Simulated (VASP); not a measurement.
# Al24Pt in VASP: single point with PBE+D3(BJ)

Aim: the single point of Al24Pt with PBE+D3(BJ).

Everything below comes from runs of VASP 6.6.1. Logs are shortened: lines on timing, memory, paths and dates and some standing lists are left out, and cuts for length are marked.

## Step 1: The cell of the first run

The cell holds a slab with vacuum, 25 atoms: a = 5.632 Å, b = 7.965 Å, c = 26.041 Å, α = 90.00°, β = 90.00°, γ = 90.00°.

## Step 2: Single point, PBE+D3(BJ)

The input, INCAR:

```
PREC     = Accurate       # precision mode
ENCUT    = 400            # plane-wave cutoff, eV
EDIFF    = 1E-6           # SCF threshold, eV
ISMEAR   = 0              # smearing method
SIGMA    = 0.1            # smearing width, eV
LREAL    = F              # projectors in reciprocal space
LASPH    = T              # aspherical terms in the spheres
NELM     = 120            # most SCF steps
ALGO     = Normal         # electronic algorithm
ISIF     = 2              # what is computed and relaxed
LWAVE    = F              # write WAVECAR
LCHARG   = F              # write CHGCAR
LDIPOL   = T            
IDIPOL   = 3            
DIPOL    = 0.5 0.5 0.471
GGA      = PE             # functional
IVDW     = 12             # dispersion correction
NBANDS   = 59             # bands
GGA_COMPAT= F            
NELMDL   = -8
```

The input, KPOINTS:

```
regular mesh
0
Gamma
  5 4 1
```

The input, POSCAR:

```
Al24Pt
1.0
    5.6324246406      0.0000000000      0.0000000000
    0.0000000000      7.9654513158      0.0000000000
    0.0000000000      0.0000000000     26.0405308008
Al Pt
24 1
Direct
    0.2499999716      0.2500000215      0.3264142373
    0.2499999716      0.7499999389      0.3264142373
    0.7499999147      0.2500000215      0.3264142373
    0.7499999147      0.7499999389      0.3264142373
    0.4999999431      0.5000000429      0.3804878662
    0.4999999431      0.0000000000      0.3804878662
    0.0000000000      0.5000000429      0.3804878662
    0.0000000000      0.0000000000      0.3804878662
    0.7499999147      0.7499999389      0.4345614952
    0.7499999147      0.2500000215      0.4345614952
    0.2499999716      0.7499999389      0.4345614952
    0.2499999716      0.2500000215      0.4345614952
    0.0037076395     -0.0076981200      0.4901390489
    0.0037078170      0.5076997950      0.4901390105
    0.4996013581     -0.0104885457      0.4919251108
    0.4996018908      0.5104905973      0.4919251492
    0.2835926092      0.2500020301      0.5486993376
    0.2295920643      0.7500020731      0.5514834974
    0.7736973467      0.2500011514      0.5344744355
    0.7389932872      0.7500025753      0.5548892651
    0.4704631076      0.5198290512      0.6083933972
    0.4704638178     -0.0198233589      0.6083933972
   -0.0177431579      0.4801293547      0.6036949139
   -0.0177429804      0.0198758355      0.6036952595
    0.6799695059      1.2500029948      0.6233594900
```

Potentials or basis: VASP PAW PBE potentials, release 64 (Al, Pt).

Started as:

```bash
cat potpaw_PBE.64/Al/POTCAR potpaw_PBE.64/Pt/POTCAR > POTCAR
mpirun -np 1 vasp_std > vasp.out
```

OUTCAR:

```text
PREC = Accurate
   ENCUT = 400
   EDIFF = 1E-6
   ISMEAR = 0
   LREAL = F
   LASPH = T
   NELM = 120
   ISIF = 2
   GGA = PE
   IVDW = 12
   NELMDL = -8
 IVDW          = 12

 ion  position               nearest neighbor table
   1  0.250  0.250  0.326-   3 2.82  12 2.82   5 2.82   7 2.82   6 2.82   8 2.82   3 2.82
   2  0.250  0.750  0.326-   5 2.82   7 2.82   4 2.82  11 2.82   6 2.82   8 2.82   4 2.82
   3  0.750  0.250  0.326-   1 2.82  10 2.82   5 2.82   6 2.82   7 2.82   8 2.82   1 2.82
   4  0.750  0.750  0.326-   5 2.82   7 2.82   2 2.82   9 2.82   6 2.82   2 2.82   8 2.82
   5  0.500  0.500  0.380-   2 2.82   4 2.82  11 2.82   9 2.82   7 2.82   1 2.82   3 2.82  12 2.82
                            10 2.82   7 2.82  16 2.90
   6  0.500  0.000  0.380-   8 2.82   1 2.82   3 2.82  12 2.82  10 2.82   2 2.82   4 2.82  11 2.82
                             9 2.82   8 2.82  15 2.90
   7  0.000  0.500  0.380-   2 2.82  11 2.82   4 2.82   9 2.82   5 2.82   1 2.82  12 2.82   3 2.82
                            10 2.82   5 2.82  14 2.86
   8  0.000  0.000  0.380-   6 2.82   1 2.82  12 2.82   2 2.82  11 2.82   3 2.82  10 2.82   6 2.82
                             4 2.82   9 2.82  13 2.86
   9  0.750  0.750  0.435-  16 2.80  15 2.80  14 2.80  13 2.80   5 2.82   7 2.82  11 2.82   4 2.82
                             6 2.82  11 2.82   8 2.82  20 3.13
  10  0.750  0.250  0.435-  19 2.61  12 2.82   3 2.82   5 2.82   6 2.82   7 2.82   8 2.82  12 2.82
                            13 2.89  14 2.89  15 2.92  16 2.92
  11  0.250  0.750  0.435-  14 2.78  13 2.78  16 2.80  15 2.80   5 2.82   7 2.82   9 2.82   2 2.82
[... 23 lines left out ...]
  23  0.982  0.480  0.604-  25 2.55  21 2.77  19 2.83  20 2.85  17 2.88  18 2.90  21 2.90  14 2.97

  24  0.982  0.020  0.604-  25 2.55  22 2.77  19 2.83  20 2.85  17 2.88  18 2.90  22 2.90  13 2.97

  25  0.680  0.250  0.623-  19 2.37  21 2.48  22 2.48  23 2.55  24 2.55  17 2.96

  LATTYP: Found a simple orthorhombic cell.
 ALAT       =     5.6324246406
 B/A-ratio  =     1.4142135624
 C/A-ratio  =     4.6233252041

  Lattice vectors:

 A1 = (   5.6324246406,   0.0000000000,   0.0000000000)
 A2 = (   0.0000000000,   7.9654513158,   0.0000000000)
 A3 = (   0.0000000000,   0.0000000000,  26.0405308008)

Analysis of symmetry for initial positions (statically):
=====================================================================
 Subroutine PRICEL returns:
 Original cell was already a primitive cell.

 Routine SETGRP: Setting up the symmetry group for a
 simple orthorhombic supercell.

 Subroutine GETGRP returns: Found  2 space group operations
 (whereof  1 operations were pure point group operations)
 out of a pool of  8 trial point group operations.

The static configuration has the point symmetry C_1 .
 The point group associated with its full space group is C_1h.

Analysis of symmetry for dynamics (positions and initial velocities):
=====================================================================
 Subroutine PRICEL returns:
 Original cell was already a primitive cell.

 Routine SETGRP: Setting up the symmetry group for a
 simple orthorhombic supercell.

 Subroutine GETGRP returns: Found  2 space group operations
 (whereof  1 operations were pure point group operations)
 out of a pool of  8 trial point group operations.

The dynamic configuration has the point symmetry C_1 .
 The point group associated with its full space group is C_1h.

 Subroutine INISYM returns: Found  2 space group operations
 (whereof  1 operations are pure point group operations),
 and found     1 'primitive' translations

----------------------------------------------------------------------------------------

                                     Primitive cell

  volume of cell :    1168.3033

  direct lattice vectors                    reciprocal lattice vectors
     5.632424641  0.000000000  0.000000000     0.177543432  0.000000000  0.000000000
     0.000000000  7.965451316  0.000000000     0.000000000  0.125542165  0.000000000
     0.000000000  0.000000000 26.040530801     0.000000000  0.000000000  0.038401675

  length of vectors
     5.632424641  7.965451316 26.040530801     0.177543432  0.125542165  0.038401675

  position of ions in fractional coordinates (direct lattice)
     0.249999972  0.250000022  0.326414237
     0.249999972  0.749999939  0.326414237
     0.749999915  0.250000022  0.326414237
     0.749999915  0.749999939  0.326414237
     0.499999943  0.500000043  0.380487866
     0.499999943  0.000000000  0.380487866
[... 17 lines left out ...]
     0.982257020  0.019875836  0.603695260
[... 44 lines left out ...]

  Length of vectors
     0.035508686  0.031385541  0.038401675

  Shift w.r.t. Gamma in fractional coordinates (k-lattice)
     0.000000000  0.000000000  0.000000000

 Subroutine IBZKPT returns following result:
 ===========================================

 Found      9 irreducible k-points:

 Following reciprocal coordinates:
            Coordinates               Weight
  0.000000  0.000000  0.000000      1.000000
  0.200000  0.000000  0.000000      2.000000
  0.400000  0.000000  0.000000      2.000000
  0.000000  0.250000  0.000000      2.000000
  0.200000  0.250000  0.000000      4.000000
  0.400000  0.250000  0.000000      4.000000
  0.000000  0.500000  0.000000      1.000000
  0.200000  0.500000  0.000000      2.000000
  0.400000  0.500000  0.000000      2.000000
   k-points           NKPTS =      9   k-points in BZ     NKDIM =      9   number of bands    NBANDS=     59
   number of dos      NEDOS =    301   number of ions     NIONS =     25
   total plane-waves  NPLWV = 388800
   dimension x,y,z NGX =    40 NGY =   54 NGZ =  180
   dimension x,y,z NGXF=    80 NGYF=  108 NGZF=  360
   ions per type =              24   1
   NGX,Y,Z   is equivalent  to a cutoff of  11.81, 11.27, 11.49 a.u.
   NGXF,Y,Z  is equivalent  to a cutoff of  23.61, 22.54, 22.98 a.u.
 SYSTEM =  unknown system
   PREC   = accura    normal or accurate (medium, high low for compatibility)
   ISTART =      0    job   : 0-new  1-cont  2-samecut
   ICHARG =      2    charge: 1-file 2-atom 10-const
   ISPIN  =      1    spin polarized calculation?
   LNONCOLLINEAR =      F non collinear calculations
   LSORBIT =      F    spin-orbit coupling
   LASPH  =      T    aspherical Exc in radial PAW
   ENCUT  =  400.0 eV  29.40 Ry    5.42 a.u.   9.19 12.99 42.47*2*pi/ulx,y,z
   NELM   =    120;   NELMIN=  2; NELMDL= -8     # of ELM steps
   EDIFF  = 0.1E-05   stopping-criterion for ELM
   LREAL  =      F    real-space projection
   EDIFFG = 0.1E-04   stopping-criterion for IOM
   NSW    =      0    number of steps for IOM
   IBRION =     -1    ionic relax: 0-MD 1-quasi-New 2-CG
   NFREE  =      0    steps in history (QN), initial steepest desc. (CG)
   ISIF   =      2    stress and relaxation
   ISYM   =      2    0-nonsym 1-usesym 2-fastsym
   POTIM  = 0.5000    time-step for ionic-motion
   TEBEG  =    0.0;   TEEND  =   0.0 temperature during run
   PSTRESS=    0.0 pullay stress
   NELECT =      82.0000    total number of electrons
   NUPDOWN=      -1.0000    fix difference up-down
   EMIN   =  10.00;   EMAX   =-10.00  energy-range for DOS
   EFERMI =   0.00;   METHOD = LEGACY
   ISMEAR =     0;   SIGMA  =   0.10  broadening in eV -4-tet -1-fermi 0-gaus
   EFERMI_NEDOS =   21; number of points for ismear=-14 and -15
   IALGO  =     38    algorithm
   IMIX   =      4    mixing-type and parameters
     AMIX     =   0.40;   BMIX     =  1.00
     AMIX_MAG =   1.60;   BMIX_MAG =  1.00
  volume/ion in A,a.u.               =      46.73       315.36
  Fermi-wavevector in a.u.,A,eV,Ry     =   0.675296  1.276125  6.204594  0.456025
  Thomas-Fermi vector in A             =   1.752270
   LORBIT       =      0    0 simple, 1 ext, 2 COOP (PROOUT), +10 PAW based schemes
   GGA     = PE    functional components
   LHFCALC =     F    Hartree Fock is set to
   AEXX    =    0.0000 exact exchange contribution
   IVDW    =    12    specifies the selected vdW correction
   LEPSILON=     F    determine dielectric tensor
   LRPA    =     F    only Hartree local field effects (RPA)
 non-spin polarized calculation
 Gauss-broadening in eV      SIGMA  =   0.10
  energy-cutoff  :      400.00
  volume of cell :     1168.30
 maximum number of plane-waves:     21256
 NGX is ok and might be reduce to    40
   NGX = 19   NGY = 25   NGZ = 85

 dipolmoment           0.000000      0.000000     -0.129981 electrons x Angstroem

 number of electron      82.0000002 magnetization

 dipolmoment           0.000000      0.000000      0.079477 electrons x Angstroem

 Free energy of the ion-electron system (eV)
  ---------------------------------------------------
  ext. energy  EPLUGINS =         0.00000000
  ---------------------------------------------------
  free energy    TOTEN  =       -91.85336300 eV

  energy without entropy =      -91.79706048  energy(sigma->0) =      -91.82521174

 E-fermi :   0.1783     XC(G=0):  -4.3847

 val. band max:        0.1737276359   @ k =   0.0000   0.5000   0.0000
 cond. band min:       0.1999258881   @ k =   0.2000   0.0000   0.0000
 fundamental gap:      0.0261982522
 Fermi energy:         0.1782921300

 k-point     1 :       0.0000    0.0000    0.0000
  band No.  band energies     occupation
      1     -10.7338      2.00000
      2      -9.5537      2.00000
      3      -8.4773      2.00000
      4      -8.3916      2.00000
      5      -7.7738      2.00000
      6      -7.3513      2.00000
[... 493 lines left out ...]
     52       2.2007      0.00000
     53       2.2109      0.00000
 [bands above 53 left out]

------------------------ aborting loop because EDIFF is reached ----------------------------------------

 vacuum level on the upper side and lower side of the slab       (xc-potential included)         0.056        -0.247

 Edisp (eV)   -6.49583

 E8    (eV) :    -3.0126

  FORCE on cell =-STRESS in cart. coord.  units (eV):
  Direction    XX          YY          ZZ          XY          YZ          ZX
  --------------------------------------------------------------------------------------
  -------------------------------------------------------------------------------------
  Total     -10.10039    -9.16706     1.09423     0.00000     0.00000     0.02952
  in kB     -13.85139   -12.57144     1.50059     0.00000     0.00000     0.04049
  external pressure =       -8.31 kB  Pullay stress =        0.00 kB

 VOLUME and BASIS-vectors are now :
 -----------------------------------------------------------------------------
  energy-cutoff  :      400.00
  volume of cell :     1168.30
      direct lattice vectors                 reciprocal lattice vectors
     5.632424641  0.000000000  0.000000000     0.177543432  0.000000000  0.000000000
     0.000000000  7.965451316  0.000000000     0.000000000  0.125542165  0.000000000
     0.000000000  0.000000000 26.040530801     0.000000000  0.000000000  0.038401675

 POSITION                                       TOTAL-FORCE (eV/Angst)
 -----------------------------------------------------------------------------------
      1.40811      1.99136      8.50000        -0.121350      0.000000     -0.086029
      1.40811      5.97409      8.50000        -0.011541      0.000000      0.000779
      4.22432      1.99136      8.50000         0.090843      0.000000     -0.041940
      4.22432      5.97409      8.50000         0.001546      0.000000      0.040689
      2.81621      3.98273      9.90811         0.038959     -0.036041     -0.146570
      2.81621      0.00000      9.90811         0.038959      0.036041     -0.146570
[... 17 lines left out ...]
      5.53249      0.15832     15.72054        -0.000780     -0.000665     -0.001225
      3.82988      1.99139     16.23261        -0.008033      0.000000     -0.002713
 -----------------------------------------------------------------------------------
    total drift:                               -0.000367     -0.007453      0.000168

  FREE ENERGIE OF THE ION-ELECTRON SYSTEM (eV)
  ---------------------------------------------------
  free  energy   TOTEN  =       -98.3491911165 eV

  energy  without entropy=      -98.2928885974  energy(sigma->0) =      -98.32103986

 vacuum level on the upper side and lower side of the slab         4.490         4.181
```

Run time: 39 min. Hardware: 1 thread of Oxide Virtual Turin-like, shared host; peak memory 0.86 GiB.

Results:

```yaml
Free_energy: -98.3492 eV
Largest_force: 0.338 eV/Å
Band_gap_on_the_k_mesh: zero (bands 41 and 42 overlap by 0.52 eV)
Dispersion_energy_per_atom: -0.260 eV
```

Forces in eV/Å, atoms in the order of the input:
```
Al  -0.121  0.000 -0.086
Al  -0.012  0.000  0.001
Al   0.091  0.000 -0.042
Al   0.002  0.000  0.041
Al   0.039 -0.036 -0.147
Al   0.039  0.036 -0.147
Al  -0.021 -0.072 -0.201
Al  -0.021  0.072 -0.201
Al  -0.018  0.000  0.329
Al  -0.039  0.000 -0.210
Al   0.025  0.000  0.337
Al   0.041  0.000  0.333
Al   0.000  0.000 -0.001
Al   0.000  0.000 -0.001
Al   0.000  0.001 -0.001
Al   0.000 -0.001 -0.001
Al   0.002  0.000  0.003
Al   0.000  0.000  0.000
Al   0.003  0.000  0.002
Al   0.002  0.000  0.000
Al   0.000  0.003  0.000
Al   0.000 -0.003  0.000
Al  -0.001  0.001 -0.001
Al  -0.001 -0.001 -0.001
Pt  -0.008  0.000 -0.003
```

Levels at points of the mesh, in eV from the Fermi level:
| k point | band 37 | band 38 | band 39 | band 40 | band 41 | band 42 | band 43 | band 44 | band 45 | band 46 |
| --- | --- | --- | --- | --- | --- | --- | --- | --- | --- | --- |
| (0.00, 0.00, 0.00) | -1.07 | -1.01 | -0.88 | -0.69 | -0.50 | -0.33 | -0.26 | -0.26 | 0.38 | 0.56 |
| (0.00, 0.50, 0.00) | -1.21 | -0.57 | -0.49 | -0.45 | -0.32 | -0.14 | -0.13 | 0.00 | 0.06 | 0.10 |

Caveat: spin-orbit coupling is left out, which moves the levels of the heavy elements.

The gap in the log of VASP goes by the Fermi energy; the results here count the filled bands.